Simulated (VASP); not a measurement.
Write the native input for VASP 6.6.1 that does the following.

| Property | Result |
| --- | --- |
| Task | single point |
| Functional | PBE |
| Potentials or basis | VASP PAW PBE potentials, release 64 (Tl_d, H) |
| Cutoff | 520 eV |
| k mesh | 6 × 6 × 6 |
| Occupations | gaussian, width 0.1 eV |
| Spin | no spin polarisation |
| Dipole correction | no |
| Further INCAR settings | ALGO = Normal; EDIFF = 1e-06; NBANDS = 16 |

The structure of TlH3 lies in POSCAR:

```
TlH3
1.0
    3.4596438533      0.0000000000      0.0000000000
    0.0000000000      3.4596438533      0.0000000000
    0.0000000000      0.0000000000      3.4596438533
Tl H
1 3
Direct
    0.0000000000      0.0000000000      0.0000000000
    0.0000000000      0.5000000000      0.5000000000
    0.5000000000      0.0000000000      0.5000000000
    0.5000000000      0.5000000000      0.0000000000
```

The input as run:

INCAR

```
SYSTEM = TlH3
PREC = Accurate
ENCUT = 520
EDIFF = 1E-6
ISMEAR = 0
SIGMA = 0.1
LREAL = .FALSE.
LASPH = .TRUE.
NELM = 60
ALGO = Normal
ISIF = 2
LWAVE = .FALSE.
LCHARG = .FALSE.
GGA = PE
NBANDS = 16
```

KPOINTS

```
Automatic mesh
0
G
  6 6 6
  0 0 0
```

Potentials or basis: VASP PAW PBE potentials, release 64 (Tl_d, H).

Command:

```console
$ cat potpaw_PBE.64/Tl_d/POTCAR potpaw_PBE.64/H/POTCAR > POTCAR
$ mpirun -np 1 vasp_std > vasp.out
```

It gave:

```
Pressure               : -0.2 GPa
Band gap on the k mesh : zero (bands 8 and 9 overlap by 2.54 eV)
```

Caveat: spin-orbit coupling is left out, which moves the levels of the heavy elements.

Wall time 5.6 s on 1 thread of Intel(R) Xeon(R) 6975P-C (Granite Rapids), with other jobs on the host, peak memory 0.16 GiB.
